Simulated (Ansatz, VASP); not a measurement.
Two plane-wave programs on Ge

Contents of INCAR:

```
SYSTEM = Ge
PREC = Accurate
ENCUT = 520
EDIFF = 1E-6
ISMEAR = 0
SIGMA = 0.1
LREAL = .False.
LASPH = .True.
NELM = 60
ALGO = Normal
ISIF = 2
LWAVE = .False.
LCHARG = .False.
LDIPOL = .True.
IDIPOL = 3
DIPOL = 0.5 0.5 0.377
GGA = PE
IVDW = 12
NBANDS = 36
```

KPOINTS

```
Automatic mesh
0
Gamma
  9 9 1
  0 0 0
```

The input POSCAR:

```
Ge
1.0
    4.0226895311      0.0000000000      0.0000000000
   -2.0113447656      3.4837513255      0.0000000000
    0.0000000000      0.0000000000     18.8685220517
Ge
4
Direct
    0.3333333333      0.6666666667      0.2747571332
    0.6666666667      0.3333333333      0.2384924472
    0.0000000000      1.0000000000      0.5150653573
    0.3333333333      0.6666666667      0.4788006714
```

Input for Ansatz:

```yaml
crystal:
  lattice:
    - [4.0226895311, 0.0, 0.0]
    - [-2.0113447656, 3.4837513255, 0.0]
    - [0.0, 0.0, 18.8685220517]
  atoms:
    - { symbol: Ge, position: [0.3333333333, 0.6666666667, 0.2747571332] }
    - { symbol: Ge, position: [0.6666666667, 0.3333333333, 0.2384924472] }
    - { symbol: Ge, position: [0.0, 1.0, 0.5150653573] }
    - { symbol: Ge, position: [0.3333333333, 0.6666666667, 0.4788006714] }
basis:
  ecutwfc: 420
kpoints:
  mp_grid: { grid: [9, 9, 1] }
hamiltonian:
  xc: pbe
  pseudopotentials: { kind: paw, azcp: { folder: soft_1 } }
  dispersion: d3bj
scf:
  occupations: { method: gaussian, width: 0.1 }
output:
  forces: true
  eigenvalues: true
efield:
  axis: 3
  dipole_correction: true
  ramp_width: 0.04
```

Alike in both runs: task single point; functional PBE; dispersion D3(BJ); k mesh 9 × 9 × 1; occupations gaussian, width 0.1 eV; no spin polarisation.

|  | VASP | Ansatz |
| --- | --- | --- |
| version | VASP 6.6.1 | Ansatz 0.2.0 |
| potentials or method | VASP PAW PBE potentials, release 64 (Ge_d), cutoff 520 eV | scalar-relativistic, plane waves, PAW |
| valence electrons in the cell | 56 | 56 |

```csv
,VASP,Ansatz,Ansatz less VASP
gap on the k mesh at the Fermi level (eV),none,none,-
rms of the force components (eV/Å),0.112,0.113,+0.0002
```

Atom by atom the forces differ by 0.001 eV/Å (rms over components). A gap of «none» marks a metal or a gap that the smearing closes.
